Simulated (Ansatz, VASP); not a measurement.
**Two plane-wave programs on ZnS**

```
Zn S
1.0
     0.00000    2.69368    2.69368
     2.69368    0.00000    2.69368
     2.69368    2.69368    0.00000
Zn S
1 1
Direct
  0.00000 0.00000 0.00000
  0.75000 0.75000 0.75000
```

Alike in both runs: task relaxation of cell and atoms; functional r2SCAN; k mesh 8 × 8 × 8; occupations gaussian, width 0.02 eV; no spin polarisation.

|  | VASP | Ansatz |
| --- | --- | --- |
| version | VASP 6.6.1 | Ansatz 0.2.0 |
| potentials or method | VASP PAW PBE potentials, release 64 (Zn, S), cutoff 600 eV | scalar-relativistic, plane waves, PAW |
| valence electrons in the cell | 18 | 18 |

```csv
,VASP,Ansatz,Ansatz less VASP
"gap on the k mesh at the Fermi level, each at its own relaxed structure (eV)",2.71,2.70,-0.008
relaxed volume (Å³/atom),19.57,19.56,-0.014
relaxed cell length with the largest relative difference (Å),3.811,3.810,-0.0009
```

VASP's potentials were made for PBE, not for r2SCAN.
